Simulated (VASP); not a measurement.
The system is ZnS.

```
Zn S
1.0
     3.80548    0.00000    0.00000
    -1.90274    3.29564    0.00000
     0.00000    0.00000    6.24405
Zn S
2 2
Direct
  0.33333 0.66667 0.00034
  0.66667 0.33333 0.50034
  0.33333 0.66667 0.37466
  0.66667 0.33333 0.87466
```

Base run:

| Quantity | Value |
| --- | --- |
| Program | VASP 6.6.1 |
| Functional | r2SCAN |
| Potentials or basis | VASP PAW PBE potentials, release 64 (Zn, S) |
| Cutoff | 520 eV |
| k mesh | 12 × 12 × 4 |
| Occupations | gaussian, width 0.01 eV |
| Spin | no spin polarisation |

Its results: band gap on the k mesh 2.79 eV, direct; pressure 0.1 GPa.

Q: The run is repeated on the same cell with these changes: functional from r2SCAN to LDA; potentials or basis from VASP PAW PBE potentials, release 64 (Zn, S) to VASP PAW LDA potentials, release 64 (Zn, S). What comes out?

A: Band gap on the k mesh 1.99 eV, direct; pressure -3.8 GPa.

Caveats: the PAW data sets were made with another functional, which shifts forces and pressure a little (some runs).

A k mesh can miss the band edges.
